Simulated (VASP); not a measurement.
# La2O3 (P-3m1) in VASP: further runs

The runs below take La2O3 through single point, with LDA.

Program: VASP 6.6.1. These are calculated values, not measurements. Logs are shortened: lines on timing, memory, paths and dates and some standing lists are left out, and cuts for length are marked.

### Step 1. The cell of the first run

It takes space group P-3m1 (No. 164, trigonal). The conventional cell has a = 3.983 Å, b = 3.983 Å, c = 6.192 Å, α = 90.00°, β = 90.00°, γ = 120.00°. Within 3.2 Å of La (site symmetry 3m) lie 7 O at 2.39 to 2.76 Å. O (site symmetry 3m) has 4 La at 2.39 to 2.47 Å and 6 O at 2.92 to 3.18 Å within 3.2 Å. O (site symmetry -3m) has 6 La at 2.76 Å and 6 O at 3.18 Å within 3.6 Å.

### Step 2. Single point, LDA

INCAR reads:

```
PREC = Accurate
ENCUT = 520
EDIFF = 1E-7
ISMEAR = 0
SIGMA = 0.01
LREAL = F
LASPH = T
NELM = 100
ALGO = Normal
ISIF = 2
LWAVE = F
LCHARG = T
LELF = T
LVHAR = T
NBANDS = 28
```

KPOINTS reads:

```
Automatic mesh
0
Gamma
  6 6 4
```

POSCAR reads:

```
La2O3
1.0
    3.9825046950      0.0000000000      0.0000000000
   -1.9912523475      3.4489496240      0.0000000000
    0.0000000000      0.0000000000      6.1923836708
La O
2 3
Direct
    0.6666666667      0.3333333333      0.7537640000
    0.3333333333      0.6666666667      0.2462360000
    0.6666666667      0.3333333333      0.3541090000
    0.3333333333      0.6666666667      0.6458910000
    0.0000000000      0.0000000000      0.0000000000
```

Potentials or basis: VASP PAW LDA potentials, release 64 (La, O).

Launch:

```console
> cat potpaw_LDA.64/La/POTCAR potpaw_LDA.64/O/POTCAR > POTCAR
> mpirun -np 1 vasp_std > vasp.out
```

OUTCAR:

```text
PREC = Accurate
   ENCUT = 520
   EDIFF = 1E-7
   ISMEAR = 0
   LREAL = F
   LASPH = T
   NELM = 100
   ISIF = 2

 ion  position               nearest neighbor table
   1  0.667  0.333  0.754-   4 2.39   4 2.39   4 2.39   3 2.47   5 2.76   5 2.76   5 2.76
   2  0.333  0.667  0.246-   3 2.39   3 2.39   3 2.39   4 2.47   5 2.76   5 2.76   5 2.76
   3  0.667  0.333  0.354-   2 2.39   2 2.39   2 2.39   1 2.47
   4  0.333  0.667  0.646-   1 2.39   1 2.39   1 2.39   2 2.47
   5  0.000  0.000  0.000-   2 2.76   1 2.76   2 2.76   1 2.76   1 2.76   2 2.76

  LATTYP: Found a hexagonal cell.
 ALAT       =     3.9825046950
 C/A-ratio  =     1.5548967660

  Lattice vectors:

 A1 = (   3.9825046950,   0.0000000000,   0.0000000000)
 A2 = (  -1.9912523475,   3.4489496240,   0.0000000000)
 A3 = (   0.0000000000,   0.0000000000,   6.1923836708)

Analysis of symmetry for initial positions (statically):
=====================================================================
 Subroutine PRICEL returns:
 Original cell was already a primitive cell.

 Routine SETGRP: Setting up the symmetry group for a
 hexagonal supercell.

 Subroutine GETGRP returns: Found 12 space group operations
 (whereof 12 operations were pure point group operations)
 out of a pool of 24 trial point group operations.

The static configuration has the point symmetry D_3d.

Analysis of symmetry for dynamics (positions and initial velocities):
=====================================================================
 Subroutine PRICEL returns:
 Original cell was already a primitive cell.

 Routine SETGRP: Setting up the symmetry group for a
 hexagonal supercell.

 Subroutine GETGRP returns: Found 12 space group operations
 (whereof 12 operations were pure point group operations)
 out of a pool of 24 trial point group operations.

The dynamic configuration has the point symmetry D_3d.

 Subroutine INISYM returns: Found 12 space group operations
 (whereof 12 operations are pure point group operations),
 and found     1 'primitive' translations

----------------------------------------------------------------------------------------

                                     Primitive cell

  volume of cell :      85.0552

  direct lattice vectors                    reciprocal lattice vectors
     3.982504695  0.000000000  0.000000000     0.251098260  0.144971674  0.000000000
    -1.991252347  3.448949624  0.000000000     0.000000000  0.289943348  0.000000000
     0.000000000  0.000000000  6.192383671     0.000000000  0.000000000  0.161488702

  length of vectors
     3.982504695  3.982504165  6.192383671     0.289943309  0.289943348  0.161488702

  position of ions in fractional coordinates (direct lattice)
     0.666666667  0.333333333  0.753764000
     0.333333333  0.666666667  0.246236000
     0.666666667  0.333333333  0.354109000
     0.333333333  0.666666667  0.645891000
     0.000000000  0.000000000  0.000000000

  ion indices of the primitive-cell ions
   primitive index   ion index
                 1           1
                 2           2
                 3           3
                 4           4
                 5           5

----------------------------------------------------------------------------------------

 KPOINTS: Automatic mesh

Automatic generation of k-mesh.
 Grid dimensions read from file:
 generate k-points for:    6    6    4

 Generating k-lattice:

  Cartesian coordinates                     Fractional coordinates (reciprocal lattice)
     0.041849710  0.024161946  0.000000000     0.166666667  0.000000000  0.000000000
     0.000000000  0.048323891  0.000000000     0.000000000  0.166666667  0.000000000
     0.000000000  0.000000000  0.040372175     0.000000000  0.000000000  0.250000000

  Length of vectors
     0.048323885  0.048323891  0.040372175

  Shift w.r.t. Gamma in fractional coordinates (k-lattice)
     0.000000000  0.000000000  0.000000000

 Subroutine IBZKPT returns following result:
 ===========================================

 Found     24 irreducible k-points:

 Following reciprocal coordinates:
            Coordinates               Weight
  0.000000  0.000000  0.000000      1.000000
  0.166667  0.000000  0.000000      6.000000
  0.333333 -0.000000  0.000000      6.000000
  0.500000  0.000000  0.000000      3.000000
  0.166667  0.166667  0.000000      6.000000
  0.333333  0.166667  0.000000     12.000000
[... 16 lines left out ...]
  0.333333  0.166667  0.500000     12.000000
  0.333333  0.333333  0.500000      2.000000
   k-points           NKPTS =     24   k-points in BZ     NKDIM =     24   number of bands    NBANDS=     28
   number of dos      NEDOS =    301   number of ions     NIONS =      5
   total plane-waves  NPLWV =  43200
   dimension x,y,z NGX =    30 NGY =   30 NGZ =   48
   dimension x,y,z NGXF=    60 NGYF=   60 NGZF=   96
   ions per type =               2   3
   NGX,Y,Z   is equivalent  to a cutoff of  12.52, 12.52, 12.89 a.u.
   NGXF,Y,Z  is equivalent  to a cutoff of  25.05, 25.05, 25.77 a.u.
 SYSTEM =  unknown system
   PREC   = accura    normal or accurate (medium, high low for compatibility)
   ISTART =      0    job   : 0-new  1-cont  2-samecut
   ICHARG =      2    charge: 1-file 2-atom 10-const
   ISPIN  =      1    spin polarized calculation?
   LNONCOLLINEAR =      F non collinear calculations
   LSORBIT =      F    spin-orbit coupling
   LASPH  =      T    aspherical Exc in radial PAW
   ENCUT  =  520.0 eV  38.22 Ry    6.18 a.u.   7.40  7.40 11.51*2*pi/ulx,y,z
   NELM   =    100;   NELMIN=  2; NELMDL= -5     # of ELM steps
   EDIFF  = 0.1E-06   stopping-criterion for ELM
   LREAL  =      F    real-space projection
   EDIFFG = 0.1E-05   stopping-criterion for IOM
   NSW    =      0    number of steps for IOM
   IBRION =     -1    ionic relax: 0-MD 1-quasi-New 2-CG
   NFREE  =      0    steps in history (QN), initial steepest desc. (CG)
   ISIF   =      2    stress and relaxation
   ISYM   =      2    0-nonsym 1-usesym 2-fastsym
   POTIM  = 0.5000    time-step for ionic-motion
   TEBEG  =    0.0;   TEEND  =   0.0 temperature during run
   PSTRESS=    0.0 pullay stress
   NELECT =      40.0000    total number of electrons
   NUPDOWN=      -1.0000    fix difference up-down
   EMIN   =  10.00;   EMAX   =-10.00  energy-range for DOS
   EFERMI =   0.00;   METHOD = LEGACY
   ISMEAR =     0;   SIGMA  =   0.01  broadening in eV -4-tet -1-fermi 0-gaus
   EFERMI_NEDOS =   21; number of points for ismear=-14 and -15
   IALGO  =     38    algorithm
   IMIX   =      4    mixing-type and parameters
     AMIX     =   0.40;   BMIX     =  1.00
     AMIX_MAG =   1.60;   BMIX_MAG =  1.00
  volume/ion in A,a.u.               =      17.01       114.80
  Fermi-wavevector in a.u.,A,eV,Ry     =   1.273096  2.405803 22.051962  1.620773
  Thomas-Fermi vector in A             =   2.405938
   LORBIT       =      0    0 simple, 1 ext, 2 COOP (PROOUT), +10 PAW based schemes
   GGA     = CA    functional components
   LHFCALC =     F    Hartree Fock is set to
   AEXX    =    0.0000 exact exchange contribution
   IVDW    =     0    specifies the selected vdW correction
   LEPSILON=     F    determine dielectric tensor
   LRPA    =     F    only Hartree local field effects (RPA)
 non-spin polarized calculation
 Gauss-broadening in eV      SIGMA  =   0.01
  energy-cutoff  :      520.00
  volume of cell :       85.06
 maximum number of plane-waves:      2328
 NGX is ok and might be reduce to    30
   NGX = 15   NGY = 15   NGZ = 23

 number of electron      39.9999995 magnetization

 Free energy of the ion-electron system (eV)
  ---------------------------------------------------
  ext. energy  EPLUGINS =         0.00000000
  ---------------------------------------------------
  free energy    TOTEN  =       -45.64572939 eV

  energy without entropy =      -45.64572939  energy(sigma->0) =      -45.64572939

 E-fermi :   5.3552     XC(G=0): -10.7471

 val. band max:        5.2672597915   @ k =   0.5000   0.0000   0.5000
 cond. band min:       8.9516487017   @ k =   0.5000   0.0000   0.0000
 fundamental gap:      3.6843889102
 Fermi energy:         5.3552216874

 k-point     1 :       0.0000    0.0000    0.0000
  band No.  band energies     occupation
      1     -24.4702      2.00000
      2     -24.2610      2.00000
      3     -11.2595      2.00000
      4      -9.9511      2.00000
      5      -9.5863      2.00000
      6      -7.9898      2.00000
[... 20 lines left out ...]
     27      10.3160      0.00000
     28      10.4663      0.00000

 k-point     2 :       0.1667    0.0000    0.0000
  band No.  band energies     occupation
      1     -24.4307      2.00000
      2     -24.2458      2.00000
      3     -11.2622      2.00000
      4     -10.4375      2.00000
      5      -9.9087      2.00000
      6      -8.0831      2.00000
[... 20 lines left out ...]
     27      10.4265      0.00000
     28      10.4985      0.00000

 k-point     3 :       0.3333   -0.0000    0.0000
  band No.  band energies     occupation
      1     -24.3431      2.00000
      2     -24.2222      2.00000
      3     -11.4318      2.00000
      4     -11.1644      2.00000
      5      -9.9405      2.00000
      6      -8.2467      2.00000
[... 20 lines left out ...]
     27      10.3777      0.00000
     28      10.3978      0.00000

 k-point     4 :       0.5000    0.0000    0.0000
  band No.  band energies     occupation
      1     -24.2881      2.00000
      2     -24.2207      2.00000
      3     -11.5301      2.00000
      4     -11.5089      2.00000
      5      -9.7042      2.00000
      6      -8.5540      2.00000
[... 578 lines left out ...]
     27      10.3370      0.00000
     28      10.4344      0.00000

 k-point    23 :       0.3333    0.1667    0.5000
  band No.  band energies     occupation
      1     -24.2585      2.00000
      2     -24.2499      2.00000
      3     -11.6530      2.00000
      4     -11.4483      2.00000
      5      -9.8298      2.00000
      6      -8.3392      2.00000
[... 20 lines left out ...]
     27      10.3359      0.00000
     28      10.3494      0.00000

 k-point    24 :       0.3333    0.3333    0.5000
  band No.  band energies     occupation
      1     -24.2398      2.00000
      2     -24.2398      2.00000
      3     -11.5927      2.00000
      4     -11.5927      2.00000
      5     -10.1000      2.00000
      6      -8.5241      2.00000
[... 20 lines left out ...]
     27      10.3143      0.00000
     28      10.3595      0.00000

------------------------ aborting loop because EDIFF is reached ----------------------------------------

  FORCE on cell =-STRESS in cart. coord.  units (eV):
  Direction    XX          YY          ZZ          XY          YZ          ZX
  --------------------------------------------------------------------------------------
  -------------------------------------------------------------------------------------
  Total       -6.0336286     -6.0336264     -5.1175484      0.0000000      0.0000000      0.0000000
  in kB     -113.6548961   -113.6548558    -96.3987806      0.0000000      0.0000000      0.0000000
  external PRESSURE =    -107.9028442 kB  Pullay stress =       0.0000000 kB

 VOLUME and BASIS-vectors are now :
 -----------------------------------------------------------------------------
  energy-cutoff  :      520.00
  volume of cell :       85.06
      direct lattice vectors                 reciprocal lattice vectors
     3.982504695  0.000000000  0.000000000     0.251098260  0.144971674  0.000000000
    -1.991252347  3.448949624  0.000000000     0.000000000  0.289943348  0.000000000
     0.000000000  0.000000000  6.192383671     0.000000000  0.000000000  0.161488702

 POSITION                                       TOTAL-FORCE (eV/Angst)
 -----------------------------------------------------------------------------------
      1.99125      1.14965      4.66760        -0.000000      0.000000     -0.437634
     -0.00000      2.29930      1.52479        -0.000000     -0.000000      0.437634
      1.99125      1.14965      2.19278        -0.000000      0.000000     -0.028098
     -0.00000      2.29930      3.99960         0.000000      0.000000      0.028098
      0.00000      0.00000      0.00000        -0.000000      0.000000      0.000000
 -----------------------------------------------------------------------------------
    total drift:                               -0.000000      0.000000      0.000000

  FREE ENERGIE OF THE ION-ELECTRON SYSTEM (eV)
  ---------------------------------------------------
  free  energy   TOTEN  =       -45.6457293875 eV

  energy  without entropy=      -45.6457293875  energy(sigma->0) =      -45.64572939
```

It took 3.2 min on 1 thread of AMD EPYC 7R13, shared host; peak memory 0.17 GiB.

Results:

```
Free energy            : -45.6457 eV
Pressure               : -10.8 GPa
Largest force          : 0.438 eV/Å
Band gap on the k mesh : 3.68 eV (least direct gap 3.83 eV)
```

Forces on the atoms (eV/Å):
```
La   0.000  0.000 -0.438
La   0.000  0.000  0.438
O    0.000  0.000 -0.028
O    0.000  0.000  0.028
O    0.000  0.000  0.000
```

Caveat: the cell stands under tension; spin-orbit coupling is left out, which moves the levels of the heavy elements. A k mesh can miss the band edges.

### Step 3. Single point, LDA

This run uses another cell than the first one, of 17.50 Å³/atom.

INCAR reads:

```
SYSTEM = La2O3
ALGO = Normal
EDIFF = 1E-7
ENCUT = 520
ISIF = 2
ISMEAR = 0
LASPH = .True.
LCHARG = .False.
LREAL = .False.
LWAVE = .False.
NBANDS = 28
NELM = 80
PREC = Accurate
SIGMA = 0.01
```

KPOINTS reads:

```
k-points
0
Gamma
  6 6 4
  0 0 0
```

POSCAR: that of step 2 with these lines changed.

```diff
@@ -2,5 +2,5 @@
 1.0
-    3.9825046950      0.0000000000      0.0000000000
-   -1.9912523475      3.4489496240      0.0000000000
-    0.0000000000      0.0000000000      6.1923836708
+    4.0204355941      0.0000000000      0.0000000000
+   -2.0102177970      3.4817987403      0.0000000000
+    0.0000000000      0.0000000000      6.2513623030
 La O
```

Potentials or basis: VASP PAW LDA potentials, release 64 (La, O).

Launch:

```console
> cat potpaw_LDA.64/La/POTCAR potpaw_LDA.64/O/POTCAR > POTCAR
> mpirun -np 1 vasp_std > vasp.out
```

Wall time 3.2 min (1 thread of AMD EPYC 7R13, shared host); peak memory 0.17 GiB.

It converged, with:

| Quantity | Value |
| --- | --- |
| Free energy | -45.4609 eV |
| Pressure | -13.5 GPa |
| Largest force | 0.620 eV/Å |
| Band gap on the k mesh | 3.64 eV (least direct gap 3.83 eV) |

Forces in eV/Å, atoms in the order of the input:
```
La   0.000  0.000 -0.620
La   0.000  0.000  0.620
O    0.000  0.000 -0.057
O    0.000  0.000  0.057
O    0.000  0.000  0.000
```

Stress tensor (GPa, compression positive):
```
-14.34   0.00   0.00
  0.00 -14.34   0.00
  0.00   0.00 -11.89
```

Levels at points of the mesh, in eV from the valence-band top:
```
           k point  band 18  band 19  band 20  band 21  band 22  band 23
(0.00, 0.00, 0.00)    -0.31    -0.31    -0.04     3.95     4.31     4.31
(0.50, 0.00, 0.00)    -0.57    -0.44    -0.23     3.64     4.35     4.72
(0.00, 0.00, 0.50)    -0.71    -0.25    -0.25     4.32     4.39     4.39
(0.50, 0.00, 0.50)    -0.61    -0.36     0.00     4.10     4.31     4.63
```

Caveat: the cell stands under tension; spin-orbit coupling is left out, which moves the levels of the heavy elements. A k mesh can miss the band edges.
